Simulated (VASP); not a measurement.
# Re (P6/mmm) in VASP: notebook

Runs on Re. Level: PBE. Tasks: single point, relaxation of shape and atoms at fixed volume.

Everything below comes from runs of VASP 6.6.1. Logs are shortened: lines on timing, memory, paths and dates and some standing lists are left out, and cuts for length are marked.

## 1. The cell of the first run

It takes space group P6/mmm (No. 191, hexagonal). Conventional cell: a = 2.715 Å, b = 2.715 Å, c = 2.431 Å, α = 90.00°, β = 90.00°, γ = 120.00°. Within 3.2 Å of Re (site symmetry 6/mmm) lie 8 Re at 2.43 to 2.72 Å.

## 2. Single point, PBE (volume scaled by 0.95)

INCAR reads:

```
SYSTEM = Re
  ALGO = Normal
  EDIFF = 1E-6
  ENCUT = 520
  GGA = PE
  ISIF = 2
  ISMEAR = -1
  LASPH = .True.
  LCHARG = .False.
  LREAL = .False.
  LWAVE = .False.
  NBANDS = 10
  NELM = 60
  PREC = Accurate
  SIGMA = 0.08
```

KPOINTS reads:

```
k-points
0
Gamma
  16 16 15
  0 0 0
```

POSCAR reads:

```
Re
1.0
    2.7153194587      0.0000000000      0.0000000000
   -1.3576597294      2.3515356307      0.0000000000
    0.0000000000      0.0000000000      2.4310345775
Re
1
Direct
    0.0000000000      0.0000000000      0.0000000000
```

Potentials or basis: VASP PAW PBE potentials, release 64 (Re).

The run is started by

```
> cat potpaw_PBE.64/Re/POTCAR > POTCAR
> mpirun -np 1 vasp_std > vasp.out
```

OUTCAR:

```text
SYSTEM = Re
   EDIFF = 1E-6
   ENCUT = 520
   GGA = PE
   ISIF = 2
   ISMEAR = -1
   LASPH = .True.
   LREAL = .False.
   NELM = 60
   PREC = Accurate

 ion  position               nearest neighbor table
   1  0.000  0.000  0.000-

  LATTYP: Found a hexagonal cell.
 ALAT       =     2.7153194587
 C/A-ratio  =     0.8953033389

  Lattice vectors:

 A1 = (   2.7153194587,   0.0000000000,   0.0000000000)
 A2 = (  -1.3576597294,   2.3515356307,   0.0000000000)
 A3 = (   0.0000000000,   0.0000000000,   2.4310345775)

Analysis of symmetry for initial positions (statically):
=====================================================================
 Subroutine PRICEL returns:
 Original cell was already a primitive cell.

 Routine SETGRP: Setting up the symmetry group for a
 hexagonal supercell.

 Subroutine GETGRP returns: Found 24 space group operations
 (whereof 24 operations were pure point group operations)
 out of a pool of 24 trial point group operations.

The static configuration has the point symmetry D_6h.

Analysis of symmetry for dynamics (positions and initial velocities):
=====================================================================
 Subroutine PRICEL returns:
 Original cell was already a primitive cell.

 Routine SETGRP: Setting up the symmetry group for a
 hexagonal supercell.

 Subroutine GETGRP returns: Found 24 space group operations
 (whereof 24 operations were pure point group operations)
 out of a pool of 24 trial point group operations.

The dynamic configuration has the point symmetry D_6h.

 Subroutine INISYM returns: Found 24 space group operations
 (whereof 24 operations are pure point group operations),
 and found     1 'primitive' translations

----------------------------------------------------------------------------------------

                                     Primitive cell

  volume of cell :      15.5226

  direct lattice vectors                    reciprocal lattice vectors
     2.715319459  0.000000000  0.000000000     0.368280792  0.212627014  0.000000000
    -1.357659729  2.351535631  0.000000000     0.000000000  0.425254028  0.000000000
     0.000000000  0.000000000  2.431034578     0.000000000  0.000000000  0.411347502

  length of vectors
     2.715319459  2.715319459  2.431034578     0.425254028  0.425254028  0.411347502

  position of ions in fractional coordinates (direct lattice)
     0.000000000  0.000000000  0.000000000

  ion indices of the primitive-cell ions
   primitive index   ion index
                 1           1

----------------------------------------------------------------------------------------

 KPOINTS: k-points

Automatic generation of k-mesh.
 Grid dimensions read from file:
 generate k-points for:   16   16   15

 Generating k-lattice:

  Cartesian coordinates                     Fractional coordinates (reciprocal lattice)
     0.023017549  0.013289188  0.000000000     0.062500000  0.000000000  0.000000000
     0.000000000  0.026578377  0.000000000     0.000000000  0.062500000  0.000000000
     0.000000000  0.000000000  0.027423167     0.000000000  0.000000000  0.066666667

  Length of vectors
     0.026578377  0.026578377  0.027423167

  Shift w.r.t. Gamma in fractional coordinates (k-lattice)
     0.000000000  0.000000000  0.000000000

 Subroutine IBZKPT returns following result:
 ===========================================

 Found    240 irreducible k-points:

 Following reciprocal coordinates:
            Coordinates               Weight
  0.000000  0.000000  0.000000      1.000000
  0.062500  0.000000  0.000000      6.000000
  0.125000  0.000000  0.000000      6.000000
  0.187500  0.000000  0.000000      6.000000
  0.250000  0.000000  0.000000      6.000000
  0.312500  0.000000  0.000000      6.000000
[... 16 lines left out ...]
  0.187500  0.187500  0.000000      6.000000
  0.250000  0.187500  0.000000     12.000000
 [... further k-points ...]
   k-points           NKPTS =    240   k-points in BZ     NKDIM =    240   number of bands    NBANDS=     10
   number of dos      NEDOS =    301   number of ions     NIONS =      1
   total plane-waves  NPLWV =   7200
   dimension x,y,z NGX =    20 NGY =   20 NGZ =   18
   dimension x,y,z NGXF=    40 NGYF=   40 NGZF=   36
   ions per type =               1
   NGX,Y,Z   is equivalent  to a cutoff of  12.25, 12.25, 12.31 a.u.
   NGXF,Y,Z  is equivalent  to a cutoff of  24.49, 24.49, 24.62 a.u.
 SYSTEM =  Re
   PREC   = accura    normal or accurate (medium, high low for compatibility)
   ISTART =      0    job   : 0-new  1-cont  2-samecut
   ICHARG =      2    charge: 1-file 2-atom 10-const
   ISPIN  =      1    spin polarized calculation?
   LNONCOLLINEAR =      F non collinear calculations
   LSORBIT =      F    spin-orbit coupling
   LASPH  =      T    aspherical Exc in radial PAW
   ENCUT  =  520.0 eV  38.22 Ry    6.18 a.u.   5.05  5.05  4.52*2*pi/ulx,y,z
   NELM   =     60;   NELMIN=  2; NELMDL= -5     # of ELM steps
   EDIFF  = 0.1E-05   stopping-criterion for ELM
   LREAL  =      F    real-space projection
   EDIFFG = 0.1E-04   stopping-criterion for IOM
   NSW    =      0    number of steps for IOM
   IBRION =     -1    ionic relax: 0-MD 1-quasi-New 2-CG
   NFREE  =      0    steps in history (QN), initial steepest desc. (CG)
   ISIF   =      2    stress and relaxation
   ISYM   =      2    0-nonsym 1-usesym 2-fastsym
   POTIM  = 0.5000    time-step for ionic-motion
   TEBEG  =    0.0;   TEEND  =   0.0 temperature during run
   PSTRESS=    0.0 pullay stress
   NELECT =       7.0000    total number of electrons
   NUPDOWN=      -1.0000    fix difference up-down
   EMIN   =  10.00;   EMAX   =-10.00  energy-range for DOS
   EFERMI =   0.00;   METHOD = LEGACY
   ISMEAR =    -1;   SIGMA  =   0.08  broadening in eV -4-tet -1-fermi 0-gaus
   EFERMI_NEDOS =   21; number of points for ismear=-14 and -15
   IALGO  =     38    algorithm
   IMIX   =      4    mixing-type and parameters
     AMIX     =   0.40;   BMIX     =  1.00
     AMIX_MAG =   1.60;   BMIX_MAG =  1.00
  volume/ion in A,a.u.               =      15.52       104.75
  Fermi-wavevector in a.u.,A,eV,Ry     =   1.255412  2.372385 21.443591  1.576059
  Thomas-Fermi vector in A             =   2.389170
   LORBIT       =      0    0 simple, 1 ext, 2 COOP (PROOUT), +10 PAW based schemes
   GGA     = PE    functional components
   LHFCALC =     F    Hartree Fock is set to
   AEXX    =    0.0000 exact exchange contribution
   IVDW    =     0    specifies the selected vdW correction
   LEPSILON=     F    determine dielectric tensor
   LRPA    =     F    only Hartree local field effects (RPA)
 non-spin polarized calculation
  energy-cutoff  :      520.00
  volume of cell :       15.52
 maximum number of plane-waves:       427
   NGX = 11   NGY = 11   NGZ =  9

 number of electron       7.0000000 magnetization

 Free energy of the ion-electron system (eV)
  ---------------------------------------------------
  ext. energy  EPLUGINS =         0.00000000
  ---------------------------------------------------
  free energy    TOTEN  =       -11.36482331 eV

  energy without entropy =      -11.33809707  energy(sigma->0) =      -11.35146019

 E-fermi :   7.7909     XC(G=0): -13.3311

 val. band max:        7.7900842333   @ k =   0.1875   0.0625   0.2000
 cond. band min:       7.7935857345   @ k =   0.4375  -0.0000   0.2667
 fundamental gap:      0.0035015011
 Fermi energy:         7.7909205202

 k-point     1 :       0.0000    0.0000    0.0000
  band No.  band energies     occupation
      1      -2.1337      2.00000
      2       1.8105      2.00000
      3       5.7856      2.00000
      4       5.7856      2.00000
      5      11.9905      0.00000
      6      11.9905      0.00000
      7      21.1701      0.00000
      8      25.0088      0.00000
      9      28.6167      0.00000
     10      28.6167      0.00000

 k-point     2 :       0.0625    0.0000    0.0000
  band No.  band energies     occupation
      1      -1.9718      2.00000
      2       1.8749      2.00000
      3       5.6224      2.00000
      4       5.9401      2.00000
      5      11.8152      0.00000
      6      11.9612      0.00000
      7      21.5523      0.00000
      8      25.3425      0.00000
      9      27.6120      0.00000
     10      28.2711      0.00000

 k-point     3 :       0.1250    0.0000    0.0000
  band No.  band energies     occupation
      1      -1.5106      2.00000
      2       2.0604      2.00000
      3       5.2147      2.00000
      4       6.3961      2.00000
      5      11.3510      0.00000
      6      11.8786      0.00000
      7      22.5539      0.00000
      8      25.8058      0.00000
      9      26.2682      0.00000
     10      27.3886      0.00000

 k-point     4 :       0.1875    0.0000    0.0000
  band No.  band energies     occupation
      1      -0.8290      2.00000
      2       2.3253      2.00000
      3       4.7762      2.00000
      4       7.1316      1.99947
      5      10.7326      0.00000
      6      11.7571      0.00000
      7      22.9927      0.00000
      8      24.9127      0.00000
      9      26.2105      0.00000
     10      27.6011      0.00000

 k-point     5 :       0.2500    0.0000    0.0000
  band No.  band energies     occupation
      1      -0.0705      2.00000
      2       2.5270      2.00000
      3       4.6422      2.00000
      4       8.1045      0.03892
      5      10.0892      0.00000
      6      11.6170      0.00000
      7      21.3735      0.00000
      8      24.8776      0.00000
      9      26.2325      0.00000
     10      29.0934      0.00000

 k-point     6 :       0.3125    0.0000    0.0000
  band No.  band energies     occupation
      1       0.5687      2.00000
      2       2.5147      2.00000
      3       5.1178      2.00000
      4       9.2421      0.00000
      5       9.5144      0.00000
      6      11.4801      0.00000
      7      19.5960      0.00000
      8      23.4719      0.00000
      9      27.2857      0.00000
     10      30.4435      0.00000

 k-point     7 :       0.3750    0.0000    0.0000
  band No.  band energies     occupation
      1       0.9230      2.00000
      2       2.4724      2.00000
      3       6.0319      2.00000
      4       9.0685      0.00000
      5      10.4143      0.00000
      6      11.3665      0.00000
      7      18.0088      0.00000
      8      22.1071      0.00000
      9      27.2282      0.00000
     10      30.7860      0.00000

 k-point     8 :       0.4375   -0.0000    0.0000
  band No.  band energies     occupation
      1       1.0127      2.00000
      2       2.5269      2.00000
      3       6.9385      1.99995
      4       8.7880      0.00001
      5      11.2919      0.00000
      6      11.3824      0.00000
      7      16.8152      0.00000
      8      21.0171      0.00000
      9      26.6255      0.00000
     10      30.3847      0.00000

 k-point     9 :       0.5000    0.0000    0.0000
  band No.  band energies     occupation
      1       1.0148      2.00000
      2       2.5677      2.00000
      3       7.3331      1.99348
      4       8.6925      0.00003
      5      11.2659      0.00000
      6      11.7802      0.00000
      7      16.3452      0.00000
      8      20.5768      0.00000
      9      26.3374      0.00000
     10      30.3036      0.00000
[... 118 lines left out ...]
 k-point    19 :       0.2500    0.1250    0.0000
  band No.  band energies     occupation
      1       0.9924      2.00000
      2       2.8523      2.00000
      3       4.3997      2.00000
      4       9.5085      0.00000
      5      10.0000      0.00000
      6      11.2178      0.00000
      7      19.2150      0.00000
      8      21.9315      0.00000
      9      28.4595      0.00000
     10      31.1101      0.00000

 k-point    20 :       0.3125    0.1250    0.0000
  band No.  band energies     occupation
      1       1.4201      2.00000
      2       2.6992      2.00000
      3       5.2564      2.00000
      4       9.1451      0.00000
      5      11.0501      0.00000
      6      11.2587      0.00000
      7      17.5119      0.00000
      8      20.7987      0.00000
      9      27.6491      0.00000
     10      32.3641      0.00000

 k-point    21 :       0.3750    0.1250    0.0000
  band No.  band energies     occupation
      1       1.5670      2.00000
      2       2.6652      2.00000
      3       6.1326      2.00000
      4       8.9148      0.00000
      5      10.9396      0.00000
      6      12.2934      0.00000
      7      16.1969      0.00000
      8      19.8462      0.00000
      9      27.1442      0.00000
     10      32.5139      0.00000

 k-point    22 :       0.4375    0.1250    0.0000
  band No.  band energies     occupation
      1       1.5836      2.00000
      2       2.6804      2.00000
      3       6.5192      2.00000
      4       8.8361      0.00000
      5      10.9011      0.00000
      6      12.7222      0.00000
      7      15.6718      0.00000
      8      19.4493      0.00000
      9      26.9906      0.00000
     10      32.1471      0.00000

 k-point    23 :       0.1875    0.1875    0.0000
  band No.  band energies     occupation
      1       1.0343      2.00000
      2       3.3199      2.00000
      3       3.6836      2.00000
      4       9.6124      0.00000
      5      10.0025      0.00000
      6      11.1455      0.00000
      7      19.4794      0.00000
      8      21.6547      0.00000
      9      29.1353      0.00000
     10      30.4419      0.00000

 k-point    24 :       0.2500    0.1875    0.0000
  band No.  band energies     occupation
      1       1.6279      2.00000
      2       3.2210      2.00000
      3       4.1742      2.00000
      4       9.3228      0.00000
      5      10.8745      0.00000
      6      11.3465      0.00000
      7      17.7278      0.00000
      8      20.4425      0.00000
      9      28.1684      0.00000
     10      32.4226      0.00000

 [... further k-points ...]
[... 5 lines left out ...]
  --------------------------------------------------------------------------------------
  -------------------------------------------------------------------------------------
  Total        1.5957303      1.5957303      1.2805932     -0.0000000      0.0000000      0.0000000
  in kB      164.7048731    164.7048731    132.1776851     -0.0000000      0.0000000      0.0000000
  external PRESSURE =     153.8624771 kB  Pullay stress =       0.0000000 kB

 VOLUME and BASIS-vectors are now :
 -----------------------------------------------------------------------------
  energy-cutoff  :      520.00
  volume of cell :       15.52
      direct lattice vectors                 reciprocal lattice vectors
     2.715319459  0.000000000  0.000000000     0.368280792  0.212627014  0.000000000
    -1.357659729  2.351535631  0.000000000     0.000000000  0.425254028  0.000000000
     0.000000000  0.000000000  2.431034578     0.000000000  0.000000000  0.411347502

 POSITION                                       TOTAL-FORCE (eV/Angst)
 -----------------------------------------------------------------------------------
      0.00000      0.00000      0.00000         0.000000      0.000000      0.000000
 -----------------------------------------------------------------------------------
    total drift:                                0.000000      0.000000     -0.000000

  FREE ENERGIE OF THE ION-ELECTRON SYSTEM (eV)
  ---------------------------------------------------
  free  energy   TOTEN  =       -11.3648233150 eV

  energy  without entropy=      -11.3380970697  energy(sigma->0) =      -11.35146019
```

It took 26 s on 1 thread of Intel Xeon Platinum 8259CL at 2.50GHz (Skylake/Cascade Lake), shared host; peak memory 0.15 GiB.

Results:

```yaml
Free_energy: -11.3648 eV
Pressure: 15.4 GPa
```

Stress tensor (GPa, compression positive):
```
16.47  0.00  0.00
 0.00 16.47  0.00
 0.00  0.00 13.22
```

Caveat: spin-orbit coupling is left out, which moves the levels of the heavy elements.

(Part 1 of 2 ends here.)
